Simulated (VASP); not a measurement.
Set up this calculation in VASP 6.6.1, as the native input.

* Task: relaxation of cell and atoms
* Functional: LDA
* Potentials or basis: VASP PAW LDA potentials, release 64 (Cu, S)
* Cutoff: 600 eV
* k mesh: 14 × 14 × 14
* Occupations: gaussian, width 0.1 eV
* Spin: no spin polarisation
* Dipole correction: no
* Further INCAR settings: ALGO = Normal; EDIFF = 1e-06; IBRION = 2; EDIFFG = -0.005; NSW = 70; ISIF = 3

The structure of CuS lies in POSCAR:

```
CuS
1.0
    0.0000000000      2.6070762573      2.6070762573
    2.6070762573      0.0000000000      2.6070762573
    2.6070762573      2.6070762573      0.0000000000
Cu S
1 1
Direct
    0.2500000000      0.2500000000      0.2500000000
    0.0000000000      0.0000000000      0.0000000000
```

The input as run:

INCAR

```
PREC = Accurate
ENCUT = 600
EDIFF = 1E-6
ISMEAR = 0
SIGMA = 0.1
LREAL = F
LASPH = T
NELM = 100
ALGO = Normal
ISIF = 3
LWAVE = F
LCHARG = F
IBRION = 2
NSW = 70
EDIFFG = -0.005
```

KPOINTS

```
Automatic mesh
0
Gamma
  14 14 14
```

Potentials or basis: VASP PAW LDA potentials, release 64 (Cu, S).

The run is started by

```sh
$ cat potpaw_LDA.64/Cu/POTCAR potpaw_LDA.64/S/POTCAR > POTCAR
$ mpirun -np 1 vasp_std > vasp.out
```

Results of the run:

```json
{
  "Relaxed volume": "16.34 Å³/atom",
  "Relaxed cell": "a = 3.588 Å, b = 3.588 Å, c = 3.588 Å, α = 60.00°, β = 60.00°, γ = 60.00°",
  "Space group after relaxing (to 0.1 Å)": "F-43m (No. 216)",
  "Energy gained by relaxing": "33.8 meV/atom",
  "Ionic steps": "3",
  "Pressure after relaxing": "0.0 GPa",
  "Band gap on the k mesh": "zero (an odd number of electrons rules out a gap without spin polarisation)"
}
```

Caveat: an odd number of electrons without spin polarisation forces a metal; a magnetic or distorted state may lie lower.

Run time: 83 s on 1 thread of AMD EPYC 9R14 (Zen 4), with other jobs on the host, peak memory 0.16 GiB.
